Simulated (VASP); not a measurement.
# Cd (Fm-3m) in VASP: further runs, part 2 of 2

VASP 6.6.1. Earlier steps stand in the parts before.

## 3. Relaxation of cell and atoms, PBE

This run uses another cell than the first one, of 22.82 Å³/atom, 0.997 times its volume.

The input, INCAR:

```
SYSTEM = Cd
PREC = Accurate
ENCUT = 600
EDIFF = 1E-6
ISMEAR = 0
SIGMA = 0.1
LREAL = .False.
LASPH = .True.
NELM = 100
ALGO = Fast
ISIF = 3
LWAVE = .False.
LCHARG = .False.
GGA = PE
IBRION = 2
NSW = 80
EDIFFG = -0.01
```

The input, KPOINTS:

```
regular mesh
0
Gamma
  16 16 16
  0 0 0
```

The input, POSCAR:

```
Cd
1.0
    0.0000000000      2.2513177346      2.2513177346
    2.2513177346      0.0000000000      2.2513177346
    2.2513177346      2.2513177346      0.0000000000
Cd
1
Direct
    0.0000000000      0.0000000000      0.0000000000
```

Potentials or basis: VASP PAW PBE potentials, release 64 (Cd).

On the command line:

```sh
> cat potpaw_PBE.64/Cd/POTCAR > POTCAR
> mpirun -np 1 vasp_std > vasp.out
```

OUTCAR:

```text
SYSTEM = Cd
   PREC = Accurate
   ENCUT = 600
   EDIFF = 1E-6
   ISMEAR = 0
   LREAL = .False.
   LASPH = .True.
   NELM = 100
   ISIF = 3
   GGA = PE
   IBRION = 2
   NSW = 80
   EDIFFG = -0.01

 ion  position               nearest neighbor table
   1  0.000  0.000  0.000-

  LATTYP: Found a face centered cubic cell.
 ALAT       =     4.5026354692

  Lattice vectors:

 A1 = (   0.0000000000,   2.2513177346,   2.2513177346)
 A2 = (   2.2513177346,   0.0000000000,   2.2513177346)
 A3 = (   2.2513177346,   2.2513177346,   0.0000000000)

Analysis of symmetry for initial positions (statically):
=====================================================================
 Subroutine PRICEL returns:
 Original cell was already a primitive cell.

 Routine SETGRP: Setting up the symmetry group for a
 face centered cubic supercell.

 Subroutine GETGRP returns: Found 48 space group operations
 (whereof 48 operations were pure point group operations)
 out of a pool of 48 trial point group operations.

The static configuration has the point symmetry O_h .

Analysis of symmetry for dynamics (positions and initial velocities):
=====================================================================
 Subroutine PRICEL returns:
 Original cell was already a primitive cell.

 Routine SETGRP: Setting up the symmetry group for a
 face centered cubic supercell.

 Subroutine GETGRP returns: Found 48 space group operations
 (whereof 48 operations were pure point group operations)
 out of a pool of 48 trial point group operations.

The dynamic configuration has the point symmetry O_h .

 Subroutine INISYM returns: Found 48 space group operations
 (whereof 48 operations are pure point group operations),
 and found     1 'primitive' translations

----------------------------------------------------------------------------------------

                                     Primitive cell

  volume of cell :      22.8213

  direct lattice vectors                    reciprocal lattice vectors
     0.000000000  2.251317735  2.251317735    -0.222092152  0.222092152  0.222092152
     2.251317735  0.000000000  2.251317735     0.222092152 -0.222092152  0.222092152
     2.251317735  2.251317735  0.000000000     0.222092152  0.222092152 -0.222092152

  length of vectors
     3.183844073  3.183844073  3.183844073     0.384674891  0.384674891  0.384674891

  position of ions in fractional coordinates (direct lattice)
     0.000000000  0.000000000  0.000000000

  ion indices of the primitive-cell ions
   primitive index   ion index
                 1           1

----------------------------------------------------------------------------------------

 KPOINTS: regular mesh

Automatic generation of k-mesh.
 Grid dimensions read from file:
 generate k-points for:   16   16   16
[... 92 lines left out ...]
   IVDW    =     0    specifies the selected vdW correction
   LEPSILON=     F    determine dielectric tensor
   LRPA    =     F    only Hartree local field effects (RPA)
 conjugate gradient relaxation of ions
 non-spin polarized calculation
 RMM-DIIS sequential band-by-band and
 Gauss-broadening in eV      SIGMA  =   0.10
  energy-cutoff  :      600.00
  volume of cell :       22.82
 maximum number of plane-waves:       778
 NGX is ok and might be reduce to    28
   NGX = 13   NGY = 13   NGZ = 13

--------------------------------------- Ionic step        1  -------------------------------------------

 number of electron      12.0000001 magnetization

 Free energy of the ion-electron system (eV)
  ---------------------------------------------------
  ext. energy  EPLUGINS =         0.00000000
  ---------------------------------------------------
  free energy    TOTEN  =        -0.73715272 eV

  energy without entropy =       -0.73459145  energy(sigma->0) =       -0.73587208

------------------------ aborting loop because EDIFF is reached ----------------------------------------

  FORCE on cell =-STRESS in cart. coord.  units (eV):
  Direction    XX          YY          ZZ          XY          YZ          ZX
  --------------------------------------------------------------------------------------
  -------------------------------------------------------------------------------------
  Total        0.0487214      0.0487214      0.0487214     -0.0000000     -0.0000000     -0.0000000
  in kB        3.4204997      3.4204997      3.4204997     -0.0000000     -0.0000000     -0.0000000
  external PRESSURE =       3.4204997 kB  Pullay stress =       0.0000000 kB

 VOLUME and BASIS-vectors are now :
 -----------------------------------------------------------------------------
  energy-cutoff  :      600.00
  volume of cell :       22.82
      direct lattice vectors                 reciprocal lattice vectors
     0.000000000  2.251317735  2.251317735    -0.222092152  0.222092152  0.222092152
     2.251317735  0.000000000  2.251317735     0.222092152 -0.222092152  0.222092152
     2.251317735  2.251317735  0.000000000     0.222092152  0.222092152 -0.222092152

 POSITION                                       TOTAL-FORCE (eV/Angst)
 -----------------------------------------------------------------------------------
      0.00000      0.00000      0.00000        -0.000000     -0.000000     -0.000000
 -----------------------------------------------------------------------------------
    total drift:                               -0.000000     -0.000000     -0.000000

  FREE ENERGIE OF THE ION-ELECTRON SYSTEM (eV)
  ---------------------------------------------------
  free  energy   TOTEN  =        -0.7371527167 eV

  energy  without entropy=       -0.7345914522  energy(sigma->0) =       -0.73587208

--------------------------------------- Ionic step        2  -------------------------------------------

 number of electron      12.0000000 magnetization

 Free energy of the ion-electron system (eV)
  ---------------------------------------------------
  ext. energy  EPLUGINS =         0.00000000
  ---------------------------------------------------
  free energy    TOTEN  =        -0.73729770 eV

  energy without entropy =       -0.73475273  energy(sigma->0) =       -0.73602522

 E-fermi :   2.4664     XC(G=0): -10.7156

 val. band max:        2.4632583878   @ k =   0.4375   0.0000   0.0000
 cond. band min:       2.5348977836   @ k =  -0.3125   0.3750   0.1250
 fundamental gap:      0.0716393958
 Fermi energy:         2.4663520952

 k-point     1 :       0.0000    0.0000    0.0000
  band No.  band energies     occupation
      1      -6.5297      2.00000
      2      -6.5297      2.00000
      3      -6.5297      2.00000
      4      -6.1251      2.00000
      5      -6.1251      2.00000
      6      -5.9379      2.00000
      7      16.1849      0.00000
      8      16.9151      0.00000
      9      16.9151      0.00000
     10      16.9151      0.00000
[... 287 lines left out ...]
 k-point    24 :      -0.0625    0.0625    0.0000
  band No.  band energies     occupation
      1      -6.5535      2.00000
      2      -6.4955      2.00000
      3      -6.4904      2.00000
      4      -6.1513      2.00000
      5      -6.1208      2.00000
      6      -5.6682      2.00000
      7      14.6904      0.00000
      8      14.7717      0.00000
      9      16.7738      0.00000
     10      17.2450      0.00000

 [... further k-points ...]
[... 5 lines left out ...]
  --------------------------------------------------------------------------------------
  -------------------------------------------------------------------------------------
  Total        0.0015020      0.0015020      0.0015020     -0.0000000      0.0000000      0.0000000
  in kB        0.1047073      0.1047073      0.1047073     -0.0000000      0.0000000      0.0000000
  external PRESSURE =       0.1047073 kB  Pullay stress =       0.0000000 kB

 VOLUME and BASIS-vectors are now :
 -----------------------------------------------------------------------------
  energy-cutoff  :      600.00
  volume of cell :       22.98
      direct lattice vectors                 reciprocal lattice vectors
    -0.000000000  2.256609339  2.256609339    -0.221571360  0.221571360  0.221571360
     2.256609339 -0.000000000  2.256609339     0.221571360 -0.221571360  0.221571360
     2.256609339  2.256609339 -0.000000000     0.221571360  0.221571360 -0.221571360

 POSITION                                       TOTAL-FORCE (eV/Angst)
 -----------------------------------------------------------------------------------
      4.51322      4.51322      4.51322        -0.000000     -0.000000     -0.000000
 -----------------------------------------------------------------------------------
    total drift:                                0.000000      0.000000      0.000000

  FREE ENERGIE OF THE ION-ELECTRON SYSTEM (eV)
  ---------------------------------------------------
  free  energy   TOTEN  =        -0.7372977023 eV

  energy  without entropy=       -0.7347527313  energy(sigma->0) =       -0.73602522

 reached required accuracy - stopping structural energy minimisation
```

OSZICAR:

```text
N       E                     dE             d eps       ncg     rms          rms(c)
DAV:   1     0.724299975413E+02    0.72430E+02   -0.76664E+03  3028   0.133E+03
DAV:   2     0.396648034230E+00   -0.72033E+02   -0.69108E+02  3000   0.271E+02
DAV:   3    -0.775535167154E+00   -0.11722E+01   -0.11690E+01  3292   0.416E+01
DAV:   4    -0.776894745812E+00   -0.13596E-02   -0.13595E-02  3040   0.133E+00
DAV:   5    -0.776898162978E+00   -0.34172E-05   -0.34174E-05  3182   0.690E-02    0.273E+00
RMM:   6    -0.738186917708E+00    0.38711E-01   -0.93778E-02  2900   0.374E+00    0.224E+00
RMM:   7    -0.736786093222E+00    0.14008E-02   -0.87733E-03  2900   0.954E-01    0.113E+00
RMM:   8    -0.737108643807E+00   -0.32255E-03   -0.18474E-03  2900   0.774E-01    0.798E-02
RMM:   9    -0.737149432717E+00   -0.40789E-04   -0.16061E-04  2900   0.161E-01    0.457E-02
RMM:  10    -0.737153038226E+00   -0.36055E-05   -0.48435E-05  2900   0.117E-01    0.644E-03
RMM:  11    -0.737152716746E+00    0.32148E-06   -0.20786E-06  1867   0.190E-02
   1 F= -.73715272E+00 E0= -.73587208E+00  d E =-.737153E+00
       N       E                     dE             d eps       ncg     rms          rms(c)
DAV:   1    -0.744960121511E+00   -0.78071E-02   -0.15706E-01  3192   0.586E+00    0.657E-01
RMM:   2    -0.737870510787E+00    0.70896E-02   -0.15987E-02  2900   0.172E+00    0.196E-01
RMM:   3    -0.737392113152E+00    0.47840E-03   -0.88339E-04  2900   0.340E-01    0.160E-01
RMM:   4    -0.737297435433E+00    0.94678E-04   -0.65027E-05  2899   0.966E-02    0.737E-03
RMM:   5    -0.737297702332E+00   -0.26690E-06   -0.36910E-06  2178   0.191E-02
   2 F= -.73729770E+00 E0= -.73602522E+00  d E =-.144986E-03
```

Run time: 24 s. Hardware: 1 thread of Intel Xeon 6975P-C (Granite Rapids), shared host; peak memory 0.18 GiB.

Results:

* Free energy: -0.7373 eV
* Relaxed volume: 22.98 Å³/atom
* Relaxed cell: a = 3.191 Å, b = 3.191 Å, c = 3.191 Å, α = 60.00°, β = 60.00°, γ = 60.00°
* Space group after relaxing (to 0.05 Å): Fm-3m (No. 225)
* Energy gained by relaxing: 0.1 meV/atom
* Ionic steps: 2
* Pressure after relaxing: 0.0 GPa
* Band gap on the k mesh: zero (band 6 reaches 4.31 eV, above the bottom of band 7 at 1.08 eV)

The path:
```
step  energy change (eV)  largest force (eV/Å)  pressure (GPa)  volume (Å³)
   1              0.0000                0.0000            0.34        22.82
   2             -0.0001                0.0000            0.01        22.98
```

Final structure:
```
Cd
1.0
     0.00000    2.25661    2.25661
     2.25661    0.00000    2.25661
     2.25661    2.25661    0.00000
Cd
1
Direct
  0.00000 0.00000 0.00000
```

Levels at points of the mesh, in eV from the Fermi level:
| k point | band 4 | band 5 | band 6 | band 7 | band 8 | band 9 |
| --- | --- | --- | --- | --- | --- | --- |
| (0.00, 0.00, 0.00) | -8.59 | -8.59 | -8.40 | 13.72 | 14.45 | 14.45 |
| (0.50, 0.00, 0.00) | -8.26 | -8.26 | -2.11 | -1.39 | 12.09 | 12.09 |
| (0.50, 0.50, 0.00) | -8.17 | -8.17 | -0.66 | 1.20 | 6.62 | 6.62 |
